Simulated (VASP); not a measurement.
# Ir (I4/mmm) in VASP: further runs

Ir is run at these levels: PBE; tasks: single point.

Program: VASP 6.6.1. These are calculated values, not measurements. Logs are shortened: lines on timing, memory, paths and dates and some standing lists are left out, and cuts for length are marked.

## (1) The cell of the first run

The structure is tetragonal, space group I4/mmm (No. 139). Conventional cell: a = 2.755 Å, b = 2.755 Å, c = 3.515 Å, α = 90.00°, β = 90.00°, γ = 90.00°. Within 3.6 Å of Ir (site symmetry 4/mmm) lie 14 Ir at 2.62 to 3.51 Å.

## (2) Single point, PBE (13.34 Å³/atom)

Contents of INCAR:

```
SYSTEM = Ir
PREC     = Accurate       ! precision mode
ENCUT    = 520            ! plane-wave cutoff, eV
EDIFF    = 1E-6           ! SCF threshold, eV
ISMEAR   = 0              ! smearing method
SIGMA    = 0.15           ! smearing width, eV
LREAL    = .FALSE.        ! projectors in reciprocal space
LASPH    = .TRUE.         ! aspherical terms in the spheres
NELM     = 100            ! most SCF steps
ALGO     = Fast           ! electronic algorithm
ISIF     = 2              ! what is computed and relaxed
LWAVE    = .FALSE.        ! write WAVECAR
LCHARG   = .FALSE.        ! write CHGCAR
GGA      = PE             ! functional
NBANDS   = 10             ! bands
```

Contents of KPOINTS:

```
Automatic mesh
0
G
  22 22 22
  0 0 0
```

Contents of POSCAR:

```
Ir
1.0
    0.0000000000      1.9478405403      1.7573417354
    1.9478405403      0.0000000000      1.7573417354
    1.9478405403      1.9478405403      0.0000000000
Ir
1
Direct
    0.0000000000      0.0000000000      0.0000000000
```

Potentials or basis: VASP PAW PBE potentials, release 64 (Ir).

The run is started by

```
cat potpaw_PBE.64/Ir/POTCAR > POTCAR
mpirun -np 1 vasp_std > vasp.out
```

OUTCAR:

```text
SYSTEM = Ir
   PREC = Accurate
   ENCUT = 520
   EDIFF = 1E-6
   ISMEAR = 0
   LREAL = .FALSE.
   LASPH = .TRUE.
   NELM = 100
   ISIF = 2
   GGA = PE

 ion  position               nearest neighbor table
   1  0.000  0.000  0.000-

  LATTYP: Found a body centered tetragonal cell.
 ALAT       =     2.7546625094
 C/A-ratio  =     1.2759034759

  Lattice vectors:

 A1 = (   0.0000000000,  -1.9478405403,  -1.7573417354)
 A2 = (   0.0000000000,   1.9478405403,  -1.7573417354)
 A3 = (   1.9478405403,   0.0000000000,   1.7573417354)

Analysis of symmetry for initial positions (statically):
=====================================================================
 Subroutine PRICEL returns:
 Original cell was already a primitive cell.

 Routine SETGRP: Setting up the symmetry group for a
 body centered tetragonal supercell.

 Subroutine GETGRP returns: Found 16 space group operations
 (whereof 16 operations were pure point group operations)
 out of a pool of 16 trial point group operations.

The static configuration has the point symmetry D_4h.

Analysis of symmetry for dynamics (positions and initial velocities):
=====================================================================
 Subroutine PRICEL returns:
 Original cell was already a primitive cell.

 Routine SETGRP: Setting up the symmetry group for a
 body centered tetragonal supercell.

 Subroutine GETGRP returns: Found 16 space group operations
 (whereof 16 operations were pure point group operations)
 out of a pool of 16 trial point group operations.

The dynamic configuration has the point symmetry D_4h.

 Subroutine INISYM returns: Found 16 space group operations
 (whereof 16 operations are pure point group operations),
 and found     1 'primitive' translations

----------------------------------------------------------------------------------------

                                     Primitive cell

  volume of cell :      13.3350

  direct lattice vectors                    reciprocal lattice vectors
     0.000000000  1.947840540  1.757341735    -0.256694524  0.256694524  0.284520643
     1.947840540  0.000000000  1.757341735     0.256694524 -0.256694524  0.284520643
     1.947840540  1.947840540  0.000000000     0.256694524  0.256694524 -0.284520643

  length of vectors
     2.623420047  2.623420047  2.754662509     0.461233296  0.461233296  0.461233296

  position of ions in fractional coordinates (direct lattice)
     0.000000000  0.000000000  0.000000000

  ion indices of the primitive-cell ions
   primitive index   ion index
                 1           1

[... 78 lines left out ...]
   ISYM   =      2    0-nonsym 1-usesym 2-fastsym
   POTIM  = 0.5000    time-step for ionic-motion
   TEBEG  =    0.0;   TEEND  =   0.0 temperature during run
   PSTRESS=    0.0 pullay stress
   NELECT =       9.0000    total number of electrons
   NUPDOWN=      -1.0000    fix difference up-down
   EMIN   =  10.00;   EMAX   =-10.00  energy-range for DOS
   EFERMI =   0.00;   METHOD = LEGACY
   ISMEAR =     0;   SIGMA  =   0.15  broadening in eV -4-tet -1-fermi 0-gaus
   EFERMI_NEDOS =   21; number of points for ismear=-14 and -15
   IALGO  =     68    algorithm
   IMIX   =      4    mixing-type and parameters
     AMIX     =   0.40;   BMIX     =  1.00
     AMIX_MAG =   1.60;   BMIX_MAG =  1.00
  volume/ion in A,a.u.               =      13.34        89.99
  Fermi-wavevector in a.u.,A,eV,Ry     =   1.436012  2.713669 28.056979  2.062130
  Thomas-Fermi vector in A             =   2.555247
   LORBIT       =      0    0 simple, 1 ext, 2 COOP (PROOUT), +10 PAW based schemes
   GGA     = PE    functional components
   LHFCALC =     F    Hartree Fock is set to
   AEXX    =    0.0000 exact exchange contribution
   IVDW    =     0    specifies the selected vdW correction
   LEPSILON=     F    determine dielectric tensor
   LRPA    =     F    only Hartree local field effects (RPA)
 non-spin polarized calculation
 RMM-DIIS sequential band-by-band and
 Gauss-broadening in eV      SIGMA  =   0.15
  energy-cutoff  :      520.00
  volume of cell :       13.34
 maximum number of plane-waves:       371
   NGX =  9   NGY =  9   NGZ = 11

 number of electron       9.0000000 magnetization

 Free energy of the ion-electron system (eV)
  ---------------------------------------------------
  ext. energy  EPLUGINS =         0.00000000
  ---------------------------------------------------
  free energy    TOTEN  =        -8.60440769 eV

  energy without entropy =       -8.59310853  energy(sigma->0) =       -8.59875811

 E-fermi :  11.4172     XC(G=0): -14.3390

 val. band max:       11.4170977914   @ k =  -0.4545   0.4091   0.0455
 cond. band min:      11.4215749554   @ k =  -0.3182   0.0909   0.0455
 fundamental gap:      0.0044771640
 Fermi energy:        11.4172376613

 k-point     1 :       0.0000    0.0000    0.0000
  band No.  band energies     occupation
      1      -0.3016      2.00000
      2       6.8649      2.00000
      3       6.8649      2.00000
      4       8.1890      2.00000
      5       9.1944      2.00000
      6      10.9502      1.99999
      7      25.8558      0.00000
      8      30.4247      0.00000
      9      30.4247      0.00000
     10      34.3216      0.00000
[... 287 lines left out ...]
 k-point    24 :      -0.4545    0.0455    0.0000
  band No.  band energies     occupation
      1       2.8186      2.00000
      2       6.4426      2.00000
      3       7.8100      2.00000
      4      10.0409      2.00000
      5      12.4848      0.00000
      6      12.7430      0.00000
      7      19.7067      0.00000
      8      25.3410      0.00000
      9      31.2229      0.00000
     10      32.7025      0.00000

 [... further k-points ...]

------------------------ aborting loop because EDIFF is reached ----------------------------------------

  FORCE on cell =-STRESS in cart. coord.  units (eV):
  Direction    XX          YY          ZZ          XY          YZ          ZX
  --------------------------------------------------------------------------------------
  -------------------------------------------------------------------------------------
  Total        2.1467505      2.1467505      5.5142684      0.0000000      0.0000000      0.0000000
  in kB      257.9283771    257.9283771    662.5298718      0.0000000      0.0000000      0.0000000
  external PRESSURE =     392.7955420 kB  Pullay stress =       0.0000000 kB

 VOLUME and BASIS-vectors are now :
 -----------------------------------------------------------------------------
  energy-cutoff  :      520.00
  volume of cell :       13.34
      direct lattice vectors                 reciprocal lattice vectors
     0.000000000  1.947840540  1.757341735    -0.256694524  0.256694524  0.284520643
     1.947840540  0.000000000  1.757341735     0.256694524 -0.256694524  0.284520643
     1.947840540  1.947840540  0.000000000     0.256694524  0.256694524 -0.284520643

 POSITION                                       TOTAL-FORCE (eV/Angst)
 -----------------------------------------------------------------------------------
      0.00000      0.00000      0.00000         0.000000     -0.000000     -0.000000
 -----------------------------------------------------------------------------------
    total drift:                               -0.000000      0.000000      0.000000

  FREE ENERGIE OF THE ION-ELECTRON SYSTEM (eV)
  ---------------------------------------------------
  free  energy   TOTEN  =        -8.6044076930 eV

  energy  without entropy=       -8.5931085341  energy(sigma->0) =       -8.59875811
```

stdout:

```text
POSCAR found type information on POSCAR Ir
 POSCAR found :  1 types and       1 ions
 scaLAPACK will be used
 LDA part: xc-table for (Slater+PW92), standard interpolation
 POSCAR, INCAR and KPOINTS ok, starting setup
 FFT: planning ... GRIDC
 FFT: planning ... GRID_SOFT
 FFT: planning ... GRID
 WAVECAR not read
 entering main loop
```

Run time: 46 s. Hardware: 1 thread of Intel Xeon 6975P-C (Granite Rapids), shared host; peak memory 0.23 GiB.

What came out:

```
Free energy            : -8.6044 eV
Pressure               : 39.3 GPa
Band gap on the k mesh : zero (an odd number of electrons rules out a gap without spin polarisation)
```

Stress tensor (GPa, compression positive):
```
25.79  0.00  0.00
 0.00 25.79  0.00
 0.00  0.00 66.25
```

Caveat: the stress differs along the axes, from 26 to 66 GPa; spin-orbit coupling is left out, which moves the levels of the heavy elements.

## (3) Single point, PBE (13.34 Å³/atom)

Contents of INCAR:

```
SYSTEM = Ir
ALGO     = Normal         ! electronic algorithm
EDIFF    = 1E-6           ! SCF threshold, eV
ENCUT    = 520            ! plane-wave cutoff, eV
GGA      = PE             ! functional
ISIF     = 2              ! what is computed and relaxed
ISMEAR   = 0              ! smearing method
LASPH    = .True.         ! aspherical terms in the spheres
LCHARG   = .True.         ! write CHGCAR
LELF     = .True.         ! ELF
LREAL    = .False.        ! projectors in reciprocal space
LVHAR    = .True.       
LWAVE    = .False.        ! write WAVECAR
NBANDS   = 10             ! bands
NELM     = 80             ! most SCF steps
PREC     = Accurate       ! precision mode
SIGMA    = 0.15           ! smearing width, eV
```

Contents of KPOINTS:

```
k-points
0
Gamma
  22 22 22
  0 0 0
```

Contents of POSCAR:

```
Ir
1.0
    0.0000000000      1.8186220077      2.0159424955
    1.8186220077      0.0000000000      2.0159424955
    1.8186220077      1.8186220077      0.0000000000
Ir
1
Direct
    0.0000000000      0.0000000000      0.0000000000
```

Potentials or basis: VASP PAW PBE potentials, release 64 (Ir).

The run is started by

```
cat potpaw_PBE.64/Ir/POTCAR > POTCAR
mpirun -np 1 vasp_std > vasp.out
```

Wall time 33 s (1 thread of Intel Xeon 6975P-C (Granite Rapids), shared host); peak memory 0.23 GiB.

The run converged. Its results:

| Property | Result |
| --- | --- |
| Free energy | -8.5919 eV |
| Pressure | 40.1 GPa |
| Band gap on the k mesh | zero (an odd number of electrons rules out a gap without spin polarisation) |

Stress tensor (GPa, compression positive):
```
55.74  0.00  0.00
 0.00 55.74  0.00
 0.00  0.00  8.81
```

Levels at points of the mesh, in eV from the Fermi level:
```
           k point  band 1  band 2  band 3  band 4  band 5  band 6  band 7  band 8
(0.00, 0.00, 0.00)  -11.72   -5.17   -3.61   -3.61   -2.36   -0.29   14.42   18.02
(0.50, 0.00, 0.00)   -8.69   -5.04   -3.55   -0.83    0.70    1.37    8.08   13.58
(0.50, 0.50, 0.00)   -8.66   -7.93    0.32    1.21    1.59    1.59    9.48   13.37
(0.50, 0.00, 0.50)   -8.56   -7.91    0.78    0.87    2.53    2.55   10.85   12.18
```

Caveat: the stress differs along the axes, from 9 to 56 GPa; spin-orbit coupling is left out, which moves the levels of the heavy elements.
